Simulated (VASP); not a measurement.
# BaLuSbF (P4/nmm) in VASP: single point with PBE

Aim: the single point of BaLuSbF with PBE.

Everything below comes from runs of VASP 6.6.1. Logs are shortened: lines on timing, memory, paths and dates and some standing lists are left out, and cuts for length are marked.

### 1 The cell of the first run

The structure is tetragonal, space group P4/nmm (No. 129). The conventional cell has a = 4.535 Å, b = 4.535 Å, c = 9.645 Å, α = 90.00°, β = 90.00°, γ = 90.00°. Ba (site symmetry 4mm) has 4 F at 2.65 Å within 3.5 Å. Within 3.8 Å of Lu (site symmetry -4m2) lie 4 Sb at 2.89 Å and 4 Lu at 3.21 Å. Within 3.8 Å of Sb (site symmetry 4mm) lie 4 Lu at 2.89 Å and 4 Ba at 3.62 Å and 4 F at 3.79 Å. F (site symmetry -4m2) has 4 Ba at 2.65 Å and 4 F at 3.21 Å within 3.5 Å.

### 2 Single point, PBE

INCAR reads:

```
SYSTEM = BaLuSbF
PREC = Accurate
ENCUT = 520
EDIFF = 1E-6
ISMEAR = -1
SIGMA = 0.1
LREAL = .FALSE.
LASPH = .TRUE.
NELM = 60
ALGO = Normal
ISIF = 2
LWAVE = .FALSE.
LCHARG = .TRUE.
GGA = PE
LELF = .TRUE.
LVHAR = .TRUE.
NBANDS = 57
```

KPOINTS reads:

```
regular mesh
0
G
  4 4 2
  0 0 0
```

POSCAR reads:

```
BaLuSbF
1.0
    4.5345420000      0.0000000000      0.0000000000
    0.0000000000      4.5345420000      0.0000000000
    0.0000000000      0.0000000000      9.6450120000
Ba Lu Sb F
2 2 2 2
Direct
    0.2500000000      0.2500000000      0.3586500000
    0.7500000000      0.7500000000      0.6413500000
    0.2500000000      0.7500000000      0.0000000000
    0.7500000000      0.2500000000      0.0000000000
    0.2500000000      0.2500000000      0.8148600000
    0.7500000000      0.7500000000      0.1851400000
    0.2500000000      0.7500000000      0.5000000000
    0.7500000000      0.2500000000      0.5000000000
```

Potentials or basis: VASP PAW PBE potentials, release 64 (Ba_sv, Lu, Sb, F).

The run is started by

```bash
$ cat potpaw_PBE.64/Ba_sv/POTCAR potpaw_PBE.64/Lu/POTCAR potpaw_PBE.64/Sb/POTCAR potpaw_PBE.64/F/POTCAR > POTCAR
$ mpirun -np 1 vasp_std > vasp.out
```

OUTCAR:

```text
SYSTEM = BaLuSbF
   PREC = Accurate
   ENCUT = 520
   EDIFF = 1E-6
   ISMEAR = -1
   LREAL = .FALSE.
   LASPH = .TRUE.
   NELM = 60
   ISIF = 2
   GGA = PE

 ion  position               nearest neighbor table
   1  0.250  0.250  0.359-   7 2.65   8 2.65   7 2.65   8 2.65   6 3.62   6 3.62   6 3.62   6 3.62
                             4 4.14   3 4.14   4 4.14   3 4.14   2 4.21   2 4.21   2 4.21   2 4.21
   2  0.750  0.750  0.641-   7 2.65   8 2.65   8 2.65   7 2.65   5 3.62   5 3.62   5 3.62   5 3.62
                             3 4.14   4 4.14   4 4.14   3 4.14   1 4.21   1 4.21   1 4.21   1 4.21
   3  0.250  0.750  0.000-   5 2.89   6 2.89   5 2.89   6 2.89   4 3.21   4 3.21   4 3.21   4 3.21
                             2 4.14   1 4.14   2 4.14   1 4.14
   4  0.750  0.250  0.000-   5 2.89   6 2.89   6 2.89   5 2.89   3 3.21   3 3.21   3 3.21   3 3.21
                             1 4.14   2 4.14   2 4.14   1 4.14
   5  0.250  0.250  0.815-   3 2.89   4 2.89   3 2.89   4 2.89   2 3.62   2 3.62   2 3.62   2 3.62

   6  0.750  0.750  0.185-   3 2.89   4 2.89   4 2.89   3 2.89   1 3.62   1 3.62   1 3.62   1 3.62

   7  0.250  0.750  0.500-   1 2.65   2 2.65   1 2.65   2 2.65
   8  0.750  0.250  0.500-   1 2.65   2 2.65   2 2.65   1 2.65

  LATTYP: Found a simple tetragonal cell.
 ALAT       =     4.5345420000
 C/A-ratio  =     2.1270090783

  Lattice vectors:

 A1 = (   4.5345420000,   0.0000000000,   0.0000000000)
 A2 = (   0.0000000000,   4.5345420000,   0.0000000000)
 A3 = (   0.0000000000,   0.0000000000,   9.6450120000)

Analysis of symmetry for initial positions (statically):
=====================================================================
 Subroutine PRICEL returns:
 Original cell was already a primitive cell.

 Routine SETGRP: Setting up the symmetry group for a
 simple tetragonal supercell.

 Subroutine GETGRP returns: Found 16 space group operations
 (whereof  4 operations were pure point group operations)
 out of a pool of 16 trial point group operations.

The static configuration has the point symmetry C_2h.
 The point group associated with its full space group is D_4h.

Analysis of symmetry for dynamics (positions and initial velocities):
=====================================================================
 Subroutine PRICEL returns:
 Original cell was already a primitive cell.

 Routine SETGRP: Setting up the symmetry group for a
 simple tetragonal supercell.

 Subroutine GETGRP returns: Found 16 space group operations
 (whereof  4 operations were pure point group operations)
 out of a pool of 16 trial point group operations.

The dynamic configuration has the point symmetry C_2h.
 The point group associated with its full space group is D_4h.

 Subroutine INISYM returns: Found 16 space group operations
 (whereof  4 operations are pure point group operations),
 and found     1 'primitive' translations

----------------------------------------------------------------------------------------

                                     Primitive cell

  volume of cell :     198.3214

  direct lattice vectors                    reciprocal lattice vectors
     4.534542000  0.000000000  0.000000000     0.220529438  0.000000000  0.000000000
     0.000000000  4.534542000  0.000000000     0.000000000  0.220529438  0.000000000
     0.000000000  0.000000000  9.645012000     0.000000000  0.000000000  0.103680535

  length of vectors
     4.534542000  4.534542000  9.645012000     0.220529438  0.220529438  0.103680535

  position of ions in fractional coordinates (direct lattice)
     0.250000000  0.250000000  0.358650000
     0.750000000  0.750000000  0.641350000
     0.250000000  0.750000000  0.000000000
     0.750000000  0.250000000  0.000000000
     0.250000000  0.250000000  0.814860000
     0.750000000  0.750000000  0.185140000
     0.250000000  0.750000000  0.500000000
     0.750000000  0.250000000  0.500000000

  ion indices of the primitive-cell ions
   primitive index   ion index
                 1           1
                 2           2
                 3           3
                 4           4
                 5           5
                 6           6
                 7           7
                 8           8

----------------------------------------------------------------------------------------

 KPOINTS: regular mesh

Automatic generation of k-mesh.
 Grid dimensions read from file:
 generate k-points for:    4    4    2

 Generating k-lattice:

  Cartesian coordinates                     Fractional coordinates (reciprocal lattice)
     0.055132360  0.000000000  0.000000000     0.250000000  0.000000000  0.000000000
     0.000000000  0.055132360  0.000000000     0.000000000  0.250000000  0.000000000
     0.000000000  0.000000000  0.051840267     0.000000000  0.000000000  0.500000000

  Length of vectors
     0.055132360  0.055132360  0.051840267

  Shift w.r.t. Gamma in fractional coordinates (k-lattice)
     0.000000000  0.000000000  0.000000000

 Subroutine IBZKPT returns following result:
 ===========================================

 Found     12 irreducible k-points:

 Following reciprocal coordinates:
            Coordinates               Weight
  0.000000  0.000000  0.000000      1.000000
  0.250000  0.000000  0.000000      4.000000
  0.500000  0.000000  0.000000      2.000000
  0.250000  0.250000  0.000000      4.000000
  0.500000  0.250000  0.000000      4.000000
  0.500000  0.500000  0.000000      1.000000
  0.000000  0.000000  0.500000      1.000000
  0.250000  0.000000  0.500000      4.000000
  0.500000  0.000000  0.500000      2.000000
  0.250000  0.250000  0.500000      4.000000
  0.500000  0.250000  0.500000      4.000000
  0.500000  0.500000  0.500000      1.000000
   k-points           NKPTS =     12   k-points in BZ     NKDIM =     12   number of bands    NBANDS=     57
   number of dos      NEDOS =    301   number of ions     NIONS =      8
   total plane-waves  NPLWV =  93312
   dimension x,y,z NGX =    36 NGY =   36 NGZ =   72
   dimension x,y,z NGXF=    72 NGYF=   72 NGZF=  144
   ions per type =               2   2   2   2
   NGX,Y,Z   is equivalent  to a cutoff of  13.20, 13.20, 12.41 a.u.
   NGXF,Y,Z  is equivalent  to a cutoff of  26.40, 26.40, 24.82 a.u.
 SYSTEM =  BaLuSbF
   PREC   = accura    normal or accurate (medium, high low for compatibility)
   ISTART =      0    job   : 0-new  1-cont  2-samecut
   ICHARG =      2    charge: 1-file 2-atom 10-const
   ISPIN  =      1    spin polarized calculation?
   LNONCOLLINEAR =      F non collinear calculations
   LSORBIT =      F    spin-orbit coupling
   LASPH  =      T    aspherical Exc in radial PAW
   ENCUT  =  520.0 eV  38.22 Ry    6.18 a.u.   8.43  8.43 17.93*2*pi/ulx,y,z
   NELM   =     60;   NELMIN=  2; NELMDL= -5     # of ELM steps
   EDIFF  = 0.1E-05   stopping-criterion for ELM
   LREAL  =      F    real-space projection
   EDIFFG = 0.1E-04   stopping-criterion for IOM
   NSW    =      0    number of steps for IOM
   IBRION =     -1    ionic relax: 0-MD 1-quasi-New 2-CG
   NFREE  =      0    steps in history (QN), initial steepest desc. (CG)
   ISIF   =      2    stress and relaxation
   ISYM   =      2    0-nonsym 1-usesym 2-fastsym
   POTIM  = 0.5000    time-step for ionic-motion
   TEBEG  =    0.0;   TEEND  =   0.0 temperature during run
   PSTRESS=    0.0 pullay stress
   NELECT =      94.0000    total number of electrons
   NUPDOWN=      -1.0000    fix difference up-down
   EMIN   =  10.00;   EMAX   =-10.00  energy-range for DOS
   EFERMI =   0.00;   METHOD = LEGACY
   ISMEAR =    -1;   SIGMA  =   0.10  broadening in eV -4-tet -1-fermi 0-gaus
   EFERMI_NEDOS =   21; number of points for ismear=-14 and -15
   IALGO  =     38    algorithm
   IMIX   =      4    mixing-type and parameters
     AMIX     =   0.40;   BMIX     =  1.00
     AMIX_MAG =   1.60;   BMIX_MAG =  1.00
  volume/ion in A,a.u.               =      24.79       167.29
  Fermi-wavevector in a.u.,A,eV,Ry     =   1.276422  2.412088 22.167330  1.629253
  Thomas-Fermi vector in A             =   2.409079
   LORBIT       =      0    0 simple, 1 ext, 2 COOP (PROOUT), +10 PAW based schemes
   GGA     = PE    functional components
   LHFCALC =     F    Hartree Fock is set to
   AEXX    =    0.0000 exact exchange contribution
   IVDW    =     0    specifies the selected vdW correction
   LEPSILON=     F    determine dielectric tensor
   LRPA    =     F    only Hartree local field effects (RPA)
 non-spin polarized calculation
  energy-cutoff  :      520.00
  volume of cell :      198.32
 maximum number of plane-waves:      5358
 NGX is ok and might be reduce to    36
   NGX = 17   NGY = 17   NGZ = 35

 number of electron      94.0000030 magnetization

 Free energy of the ion-electron system (eV)
  ---------------------------------------------------
  ext. energy  EPLUGINS =         0.00000000
  ---------------------------------------------------
  free energy    TOTEN  =       -39.46907319 eV

  energy without entropy =      -39.28690016  energy(sigma->0) =      -39.37798667

 E-fermi :   4.5995     XC(G=0):  -9.9150

 val. band max:        4.5246897402   @ k =   0.5000   0.2500   0.5000
 cond. band min:       4.6341263320   @ k =   0.2500   0.2500   0.5000
 fundamental gap:      0.1094365918
 Fermi energy:         4.5995321061

 k-point     1 :       0.0000    0.0000    0.0000
  band No.  band energies     occupation
      1     -51.6257      2.00000
      2     -51.5709      2.00000
      3     -23.4440      2.00000
      4     -23.2390      2.00000
      5     -22.5823      2.00000
      6     -22.5823      2.00000
[... 49 lines left out ...]
     56       8.6302      0.00000
     57       9.0637      0.00000

 k-point     2 :       0.2500    0.0000    0.0000
  band No.  band energies     occupation
      1     -51.6176      2.00000
      2     -51.5788      2.00000
      3     -23.3917      2.00000
      4     -23.2446      2.00000
      5     -22.5269      2.00000
      6     -22.5138      2.00000
[... 49 lines left out ...]
     56       8.1034      0.00000
     57       8.4789      0.00000

 k-point     3 :       0.5000    0.0000    0.0000
  band No.  band energies     occupation
      1     -51.5981      2.00000
      2     -51.5981      2.00000
      3     -23.2944      2.00000
      4     -23.2944      2.00000
      5     -22.3773      2.00000
      6     -22.3773      2.00000
[... 474 lines left out ...]
      1     -51.5980      2.00000
      2     -51.5980      2.00000
      3     -23.2695      2.00000
      4     -23.2695      2.00000
      5     -22.5821      2.00000
      6     -22.5821      2.00000
[... 49 lines left out ...]
     56       8.4119      0.00000
     57       8.6923      0.00000

 k-point    12 :       0.5000    0.5000    0.5000
  band No.  band energies     occupation
      1     -51.5978      2.00000
      2     -51.5978      2.00000
      3     -23.2441      2.00000
      4     -23.2441      2.00000
      5     -22.6750      2.00000
      6     -22.6750      2.00000
[... 49 lines left out ...]
     56       8.9954      0.00000
     57       9.3496      0.00000

------------------------ aborting loop because EDIFF is reached ----------------------------------------

  FORCE on cell =-STRESS in cart. coord.  units (eV):
  Direction    XX          YY          ZZ          XY          YZ          ZX
  --------------------------------------------------------------------------------------
  -------------------------------------------------------------------------------------
  Total       12.3381044     12.3381044     10.2380056     -0.0000000      0.0000000      0.0000000
  in kB       99.6757231     99.6757231     82.7096754     -0.0000000      0.0000000      0.0000000
  external PRESSURE =      94.0203738 kB  Pullay stress =       0.0000000 kB

 VOLUME and BASIS-vectors are now :
 -----------------------------------------------------------------------------
  energy-cutoff  :      520.00
  volume of cell :      198.32
      direct lattice vectors                 reciprocal lattice vectors
     4.534542000  0.000000000  0.000000000     0.220529438  0.000000000  0.000000000
     0.000000000  4.534542000  0.000000000     0.000000000  0.220529438  0.000000000
     0.000000000  0.000000000  9.645012000     0.000000000  0.000000000  0.103680535

 POSITION                                       TOTAL-FORCE (eV/Angst)
 -----------------------------------------------------------------------------------
      1.13364      1.13364      3.45918        -0.000000     -0.000000      0.214472
      3.40091      3.40091      6.18583         0.000000     -0.000000     -0.214472
      1.13364      3.40091      0.00000         0.000000     -0.000000     -0.000000
      3.40091      1.13364      0.00000        -0.000000     -0.000000      0.000000
      1.13364      1.13364      7.85933         0.000000     -0.000000     -0.979680
      3.40091      3.40091      1.78568        -0.000000     -0.000000      0.979680
      1.13364      3.40091      4.82251        -0.000000      0.000000      0.000000
      3.40091      1.13364      4.82251         0.000000     -0.000000      0.000000
 -----------------------------------------------------------------------------------
    total drift:                                0.000000      0.000000      0.000000

  FREE ENERGIE OF THE ION-ELECTRON SYSTEM (eV)
  ---------------------------------------------------
  free  energy   TOTEN  =       -39.4690731854 eV

  energy  without entropy=      -39.2869001552  energy(sigma->0) =      -39.37798667
```

It took 5.6 min on 1 thread of Oxide Virtual Turin-like, shared host; peak memory 0.35 GiB.

What came out:

| Quantity | Value |
| --- | --- |
| Free energy | -39.4691 eV |
| Pressure | 9.4 GPa |
| Largest force | 0.980 eV/Å |
| Band gap on the k mesh | zero (band 47 reaches 5.40 eV, above the bottom of band 48 at 4.06 eV) |

Forces on the atoms (eV/Å):
```
Ba   0.000  0.000  0.214
Ba   0.000  0.000 -0.214
Lu   0.000  0.000  0.000
Lu   0.000  0.000  0.000
Sb   0.000  0.000 -0.980
Sb   0.000  0.000  0.980
F    0.000  0.000  0.000
F    0.000  0.000  0.000
```

Stress tensor (GPa, compression positive):
```
9.97 0.00 0.00
0.00 9.97 0.00
0.00 0.00 8.27
```

Levels at points of the mesh, in eV from the Fermi level:
| k point | band 44 | band 45 | band 46 | band 47 | band 48 | band 49 | band 50 | band 51 |
| --- | --- | --- | --- | --- | --- | --- | --- | --- |
| (0.00, 0.00, 0.00) | -2.35 | -1.27 | -1.27 | -0.42 | 0.04 | 0.61 | 1.28 | 1.64 |
| (0.50, 0.00, 0.00) | -2.30 | -1.83 | -1.83 | 0.68 | 0.68 | 1.25 | 1.25 | 1.75 |
| (0.50, 0.50, 0.00) | -2.29 | -1.95 | -1.95 | -0.54 | -0.54 | 0.15 | 0.15 | 2.70 |
| (0.00, 0.00, 0.50) | -2.36 | -1.26 | -1.26 | -0.42 | 0.32 | 0.89 | 0.90 | 1.85 |
| (0.50, 0.00, 0.50) | -2.23 | -1.84 | -1.84 | 0.80 | 0.80 | 1.25 | 1.25 | 1.95 |
| (0.50, 0.50, 0.50) | -2.28 | -1.95 | -1.95 | -0.51 | -0.51 | 0.15 | 0.15 | 2.63 |

Caveat: spin-orbit coupling is left out, which moves the levels of the heavy elements.
